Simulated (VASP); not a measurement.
Input of a VASP 6.6.1 run:

Contents of INCAR:

```
ALGO = Fast ; EDIFF = 1E-6
EDIFFG = -0.04 ; ENCUT = 600
GGA = PE ; IBRION = 2
ISIF = 3 ; ISMEAR = 0
LASPH = True ; LCHARG = False
LREAL = False ; LWAVE = False
NELM = 80 ; NSW = 90
PREC = Accurate ; SIGMA = 0.1
```

The input KPOINTS:

```
k-points
0
Gamma
  6 6 6
```

Contents of POSCAR:

```
BiH
1.0
    0.0000000000      2.8043376769      2.9930407729
    2.6366015916      0.0000000000      2.9930407729
    2.6366015916      2.8043376769      0.0000000000
Bi H
1 1
Direct
    0.0000000000      0.0000000000      0.0000000000
    0.5000000000      0.5000000000      0.5000000000
```

Potentials or basis: VASP PAW PBE potentials, release 64 (Bi_d, H).

Launch:

```sh
$ cat potpaw_PBE.64/Bi_d/POTCAR potpaw_PBE.64/H/POTCAR > POTCAR
$ mpirun -np 1 vasp_std > vasp.out
```

(1) Estimate the relaxed cell.

(2) What does it give for the band gap on the k mesh?

(3) Estimate the relaxed volume.

(4) What does it give for the space group after relaxing (to 0.1 Å)?

Answers

(1) a = 3.841 Å, b = 3.580 Å, c = 3.582 Å, α = 64.85°, β = 57.55°, γ = 57.60°.

(2) zero (bands 8 and 9 overlap by 5.92 eV).

(3) 17.22 Å³/atom.

(4) I4/mmm (No. 139).

Caveat: the volume moved by over 15 % at a fixed basis, so the end points are rough; spin-orbit coupling is left out, which moves the levels of the heavy elements.
